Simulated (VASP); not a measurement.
# AlPt (P4mm) in VASP: notebook

Runs on AlPt. Level: r2SCAN. Tasks: single point.

All numbers are computed with VASP 6.6.1; they aren't measurements. Logs are shortened: lines on timing, memory, paths and dates and some standing lists are left out, and cuts for length are marked.

### Step 1. The cell of the first run

It takes space group P4mm (No. 99, tetragonal). The conventional cell has a = 3.092 Å, b = 3.092 Å, c = 3.092 Å, α = 90.00°, β = 90.00°, γ = 90.00°. Al (site symmetry 4mm) has 8 Pt at 2.66 to 2.69 Å and 6 Al at 3.09 Å within 3.5 Å. Within 3.5 Å of Pt (site symmetry 4mm) lie 8 Al at 2.66 to 2.69 Å and 6 Pt at 3.09 Å.

### Step 2. Single point, r2SCAN

POSCAR reads:

```
AlPt
1.0
    3.0915500000      0.0000000000      0.0000000000
    0.0000000000      3.0915500000      0.0000000000
    0.0000000000      0.0000000000      3.0915500000
Al Pt
1 1
Direct
    0.0000000000      0.0080865585      0.0000000000
    0.5000000000      0.5000000000      0.5000000000
```

INCAR.step1 reads:

```
SYSTEM = AlPt
ALGO     = Normal         ! electronic algorithm
EDIFF    = 1E-4           ! SCF threshold, eV
ENCUT    = 520            ! plane-wave cutoff, eV
GGA      = PE             ! functional
ISMEAR   = 1              ! smearing method
LASPH    = .TRUE.         ! aspherical terms in the spheres
LCHARG   = .FALSE.        ! write CHGCAR
LREAL    = .FALSE.        ! projectors in reciprocal space
LWAVE    = .TRUE.         ! write WAVECAR
NBANDS   = 14             ! bands
NELM     = 60             ! most SCF steps
PREC     = Accurate       ! precision mode
SIGMA    = 0.2            ! smearing width, eV
```

INCAR.step2 reads:

```
SYSTEM = AlPt
ALGO     = Normal         ! electronic algorithm
EDIFF    = 1E-6           ! SCF threshold, eV
ENCUT    = 520            ! plane-wave cutoff, eV
ISIF     = 2              ! what is computed and relaxed
ISMEAR   = 1              ! smearing method
ISTART   = 1            
LASPH    = .TRUE.         ! aspherical terms in the spheres
LCHARG   = .FALSE.        ! write CHGCAR
LMIXTAU  = .TRUE.       
LREAL    = .FALSE.        ! projectors in reciprocal space
LWAVE    = .FALSE.        ! write WAVECAR
METAGGA  = R2SCAN         ! meta-GGA
NBANDS   = 14             ! bands
NELM     = 60             ! most SCF steps
PREC     = Accurate       ! precision mode
SIGMA    = 0.2            ! smearing width, eV
```

KPOINTS reads:

```
k-points
0
G
  4 4 4
  0 0 0
```

Potentials or basis: VASP PAW PBE potentials, release 64 (Al, Pt).

On the command line:

```console
> cat potpaw_PBE.64/Al/POTCAR potpaw_PBE.64/Pt/POTCAR > POTCAR
> cp INCAR.step1 INCAR
> mpirun -np 1 vasp_std > vasp.out
> cp INCAR.step2 INCAR
> mpirun -np 1 vasp_std > vasp.out
```

OUTCAR:

```text
SYSTEM = AlPt
   EDIFF = 1E-6
   ENCUT = 520
   ISIF = 2
   ISMEAR = 1
   ISTART = 1
   LASPH = .TRUE.
   LREAL = .FALSE.
   METAGGA = R2SCAN
   NELM = 60
   PREC = Accurate

 ion  position               nearest neighbor table
   1  0.000  0.008  0.000-   2 2.66   2 2.66   2 2.66   2 2.66   2 2.69   2 2.69   2 2.69   2 2.69

   2  0.500  0.500  0.500-   1 2.66   1 2.66   1 2.66   1 2.66   1 2.69   1 2.69   1 2.69   1 2.69

  LATTYP: Found a simple cubic cell.
 ALAT       =     3.0915500000

  Lattice vectors:

 A1 = (   3.0915500000,   0.0000000000,   0.0000000000)
 A2 = (   0.0000000000,   3.0915500000,   0.0000000000)
 A3 = (   0.0000000000,   0.0000000000,   3.0915500000)

Analysis of symmetry for initial positions (statically):
=====================================================================
 Subroutine PRICEL returns:
 Original cell was already a primitive cell.

 Routine SETGRP: Setting up the symmetry group for a
 simple cubic supercell.

 Subroutine GETGRP returns: Found  8 space group operations
 (whereof  8 operations were pure point group operations)
 out of a pool of 48 trial point group operations.

The static configuration has the point symmetry C_4v.

Analysis of symmetry for dynamics (positions and initial velocities):
=====================================================================
 Subroutine PRICEL returns:
 Original cell was already a primitive cell.

 Routine SETGRP: Setting up the symmetry group for a
 simple cubic supercell.

 Subroutine GETGRP returns: Found  8 space group operations
 (whereof  8 operations were pure point group operations)
 out of a pool of 48 trial point group operations.

The dynamic configuration has the point symmetry C_4v.

 Subroutine INISYM returns: Found  8 space group operations
 (whereof  8 operations are pure point group operations),
 and found     1 'primitive' translations

----------------------------------------------------------------------------------------

                                     Primitive cell

  volume of cell :      29.5480

  direct lattice vectors                    reciprocal lattice vectors
     3.091550000  0.000000000  0.000000000     0.323462341  0.000000000  0.000000000
     0.000000000  3.091550000  0.000000000     0.000000000  0.323462341  0.000000000
     0.000000000  0.000000000  3.091550000     0.000000000  0.000000000  0.323462341

  length of vectors
     3.091550000  3.091550000  3.091550000     0.323462341  0.323462341  0.323462341

  position of ions in fractional coordinates (direct lattice)
     0.000000000  0.008086558  0.000000000
     0.500000000  0.500000000  0.500000000

  ion indices of the primitive-cell ions
   primitive index   ion index
                 1           1
                 2           2

----------------------------------------------------------------------------------------

 KPOINTS: k-points

Automatic generation of k-mesh.
 Grid dimensions read from file:
 generate k-points for:    4    4    4

 Generating k-lattice:

  Cartesian coordinates                     Fractional coordinates (reciprocal lattice)
     0.080865585  0.000000000  0.000000000     0.250000000  0.000000000  0.000000000
     0.000000000  0.080865585  0.000000000     0.000000000  0.250000000  0.000000000
     0.000000000  0.000000000  0.080865585     0.000000000  0.000000000  0.250000000

  Length of vectors
     0.080865585  0.080865585  0.080865585

  Shift w.r.t. Gamma in fractional coordinates (k-lattice)
     0.000000000  0.000000000  0.000000000

 Subroutine IBZKPT returns following result:
 ===========================================

 Found     18 irreducible k-points:

 Following reciprocal coordinates:
            Coordinates               Weight
  0.000000  0.000000  0.000000      1.000000
  0.250000  0.000000  0.000000      4.000000
  0.000000  0.250000  0.000000      2.000000
  0.500000  0.000000  0.000000      2.000000
  0.000000  0.500000  0.000000      1.000000
  0.250000  0.250000  0.000000      8.000000
[... 10 lines left out ...]
  0.500000  0.250000  0.500000      2.000000
  0.500000  0.500000  0.500000      1.000000
   k-points           NKPTS =     18   k-points in BZ     NKDIM =     18   number of bands    NBANDS=     14
   number of dos      NEDOS =    301   number of ions     NIONS =      2
   total plane-waves  NPLWV =  13824
   dimension x,y,z NGX =    24 NGY =   24 NGZ =   24
   dimension x,y,z NGXF=    48 NGYF=   48 NGZF=   48
   ions per type =               1   1
   NGX,Y,Z   is equivalent  to a cutoff of  12.91, 12.91, 12.91 a.u.
   NGXF,Y,Z  is equivalent  to a cutoff of  25.81, 25.81, 25.81 a.u.
 SYSTEM =  AlPt
   PREC   = accura    normal or accurate (medium, high low for compatibility)
   ISTART =      1    job   : 0-new  1-cont  2-samecut
   ICHARG =      0    charge: 1-file 2-atom 10-const
   ISPIN  =      1    spin polarized calculation?
   LNONCOLLINEAR =      F non collinear calculations
   LSORBIT =      F    spin-orbit coupling
   LASPH  =      T    aspherical Exc in radial PAW
   ENCUT  =  520.0 eV  38.22 Ry    6.18 a.u.   5.75  5.75  5.75*2*pi/ulx,y,z
   NELM   =     60;   NELMIN=  2; NELMDL=  0     # of ELM steps
   EDIFF  = 0.1E-05   stopping-criterion for ELM
   LREAL  =      F    real-space projection
   EDIFFG = 0.1E-04   stopping-criterion for IOM
   NSW    =      0    number of steps for IOM
   IBRION =     -1    ionic relax: 0-MD 1-quasi-New 2-CG
   NFREE  =      0    steps in history (QN), initial steepest desc. (CG)
   ISIF   =      2    stress and relaxation
   ISYM   =      2    0-nonsym 1-usesym 2-fastsym
   POTIM  = 0.5000    time-step for ionic-motion
   TEBEG  =    0.0;   TEEND  =   0.0 temperature during run
   PSTRESS=    0.0 pullay stress
   NELECT =      13.0000    total number of electrons
   NUPDOWN=      -1.0000    fix difference up-down
   EMIN   =  10.00;   EMAX   =-10.00  energy-range for DOS
   EFERMI =   0.00;   METHOD = LEGACY
   ISMEAR =     1;   SIGMA  =   0.20  broadening in eV -4-tet -1-fermi 0-gaus
   EFERMI_NEDOS =   21; number of points for ismear=-14 and -15
   IALGO  =     38    algorithm
   IMIX   =      4    mixing-type and parameters
     AMIX     =   0.40;   BMIX     =  1.00
     AMIX_MAG =   1.60;   BMIX_MAG =  1.00
  volume/ion in A,a.u.               =      14.77        99.70
  Fermi-wavevector in a.u.,A,eV,Ry     =   1.245125  2.352945 21.093611  1.550337
  Thomas-Fermi vector in A             =   2.379361
   LORBIT       =      0    0 simple, 1 ext, 2 COOP (PROOUT), +10 PAW based schemes
   METAGGA = R2SCAN    functional components
   LHFCALC =     F    Hartree Fock is set to
   AEXX    =    0.0000 exact exchange contribution
   IVDW    =     0    specifies the selected vdW correction
   LEPSILON=     F    determine dielectric tensor
   LRPA    =     F    only Hartree local field effects (RPA)
 non-spin polarized calculation
 Methfessel and Paxton  Order N= 1 SIGMA  =   0.20
  energy-cutoff  :      520.00
  volume of cell :       29.55
 maximum number of plane-waves:       840
 NGX is ok and might be reduce to    24
   NGX = 11   NGY = 11   NGZ = 11

 number of electron      12.9999997 magnetization

 Free energy of the ion-electron system (eV)
  ---------------------------------------------------
  ext. energy  EPLUGINS =         0.00000000
  ---------------------------------------------------
  free energy    TOTEN  =       -60.19957957 eV

  energy without entropy =      -60.19415719  energy(sigma->0) =      -60.19777211

 E-fermi :  10.2627     XC(G=0): -13.1240

 val. band max:       10.2057342006   @ k =   0.5000   0.5000   0.2500
 cond. band min:      11.1364636394   @ k =   0.2500   0.0000   0.0000
 fundamental gap:      0.9307294388
 Fermi energy:        10.2627475833

 k-point     1 :       0.0000    0.0000    0.0000
  band No.  band energies     occupation
      1      -1.4941      2.00000
      2       4.8433      2.00000
      3       4.8436      2.00000
      4       7.9550      2.00000
      5       7.9555      2.00000
      6       7.9555      2.00000
      7      14.8105      0.00000
      8      14.8105      0.00000
      9      14.8113      0.00000
     10      20.0761      0.00000
     11      20.0771      0.00000
     12      21.2664      0.00000
     13      29.3503      0.00000
     14      29.3556      0.00000

 k-point     2 :       0.2500    0.0000    0.0000
  band No.  band energies     occupation
      1      -0.3303      2.00000
      2       4.9738      2.00000
      3       5.1449      2.00000
      4       7.1096      2.00000
      5       7.1108      2.00000
      6       8.0566      2.00000
      7      11.1365     -0.00000
      8      16.6626      0.00000
      9      16.6643      0.00000
     10      18.4211      0.00000
     11      21.0789      0.00000
     12      25.4970      0.00000
     13      25.4975      0.00000
     14      26.2203      0.00000

 k-point     3 :       0.0000    0.2500    0.0000
  band No.  band energies     occupation
      1      -0.3305      2.00000
      2       4.9741      2.00000
      3       5.1446      2.00000
      4       7.1106      2.00000
      5       7.1106      2.00000
      6       8.0560      2.00000
      7      11.1374     -0.00000
      8      16.6620      0.00000
      9      16.6620      0.00000
     10      18.4225      0.00000
     11      21.0823      0.00000
     12      25.4950      0.00000
     13      25.4950      0.00000
     14      26.2161      0.00000
[... 222 lines left out ...]
 k-point    17 :       0.5000    0.2500    0.5000
  band No.  band energies     occupation
      1       3.2453      2.00000
      2       4.7652      2.00000
      3       4.7652      2.00000
      4       6.5790      2.00000
      5       9.2673      2.00000
      6      10.2054      1.46376
      7      10.2054      1.46376
      8      11.9148     -0.00000
      9      13.3144     -0.00000
     10      17.5851      0.00000
     11      19.9163      0.00000
     12      19.9163      0.00000
     13      21.5444      0.00000
     14      29.5347      0.00000

 k-point    18 :       0.5000    0.5000    0.5000
  band No.  band energies     occupation
      1       3.9156      2.00000
      2       3.9166      2.00000
      3       3.9166      2.00000
      4       9.3071      2.00000
      5       9.3071      2.00000
      6      11.7709     -0.00000
      7      12.5242     -0.00000
      8      12.5242     -0.00000
      9      12.5258     -0.00000
     10      15.8352      0.00000
     11      16.9975      0.00000
     12      16.9975      0.00000
     13      16.9996      0.00000
     14      35.1436      0.00000

------------------------ aborting loop because EDIFF is reached ----------------------------------------

  FORCE on cell =-STRESS in cart. coord.  units (eV):
  Direction    XX          YY          ZZ          XY          YZ          ZX
  --------------------------------------------------------------------------------------
  -------------------------------------------------------------------------------------
  Total       -0.8732433     -0.8780844     -0.8732433      0.0000000      0.0000000      0.0000000
  in kB      -47.3496792    -47.6121733    -47.3496792      0.0000000      0.0000000      0.0000000
  external PRESSURE =     -47.4371772 kB  Pullay stress =       0.0000000 kB

 VOLUME and BASIS-vectors are now :
 -----------------------------------------------------------------------------
  energy-cutoff  :      520.00
  volume of cell :       29.55
      direct lattice vectors                 reciprocal lattice vectors
     3.091550000  0.000000000  0.000000000     0.323462341  0.000000000  0.000000000
     0.000000000  3.091550000  0.000000000     0.000000000  0.323462341  0.000000000
     0.000000000  0.000000000  3.091550000     0.000000000  0.000000000  0.323462341

 POSITION                                       TOTAL-FORCE (eV/Angst)
 -----------------------------------------------------------------------------------
      0.00000      0.02500      0.00000        -0.000000     -0.089382      0.000000
      1.54577      1.54577      1.54577         0.000000      0.089382     -0.000000
 -----------------------------------------------------------------------------------
    total drift:                                0.000000      0.000535     -0.000000

  FREE ENERGIE OF THE ION-ELECTRON SYSTEM (eV)
  ---------------------------------------------------
  free  energy   TOTEN  =       -60.1995795723 eV

  energy  without entropy=      -60.1941571919  energy(sigma->0) =      -60.19777211
```

Run time: 44 s. Hardware: 1 thread of AMD EPYC 7R13, shared host; peak memory 0.11 GiB.

Results:

* Free energy: -60.1996 eV
* Pressure: -4.7 GPa
* Largest force: 0.089 eV/Å

Forces in eV/Å, atoms in the order of the input:
```
Al   0.000 -0.089  0.000
Pt   0.000  0.089  0.000
```

Levels at points of the mesh, in eV from the Fermi level:
| k point | band 3 | band 4 | band 5 | band 6 | band 7 | band 8 | band 9 | band 10 | band 11 | band 12 |
| --- | --- | --- | --- | --- | --- | --- | --- | --- | --- | --- |
| (0.00, 0.00, 0.00) | -5.42 | -2.31 | -2.31 | -2.31 | 4.55 | 4.55 | 4.55 | 9.81 | 9.81 | 11.00 |
| (0.50, 0.00, 0.00) | -4.78 | -3.80 | -3.80 | -2.10 | -0.52 | 6.78 | 9.42 | 9.42 | 11.29 | 11.31 |
| (0.00, 0.50, 0.00) | -4.78 | -3.80 | -3.80 | -2.10 | -0.52 | 6.78 | 9.42 | 9.42 | 11.31 | 11.31 |
| (0.50, 0.50, 0.00) | -3.44 | -3.44 | -2.92 | -2.92 | -1.04 | 1.47 | 4.20 | 9.54 | 13.30 | 13.30 |
| (0.50, 0.00, 0.50) | -3.45 | -3.45 | -2.92 | -2.92 | -1.03 | 1.47 | 4.20 | 9.54 | 13.29 | 13.29 |
| (0.50, 0.50, 0.50) | -6.35 | -0.96 | -0.96 | 1.51 | 2.26 | 2.26 | 2.26 | 5.57 | 6.73 | 6.73 |

Caveat: the k points lie up to 0.51 Å⁻¹ apart; the PAW data sets were made with another functional, which shifts forces and pressure a little; spin-orbit coupling is left out, which moves the levels of the heavy elements.

(Part 1 of 2 ends here.)
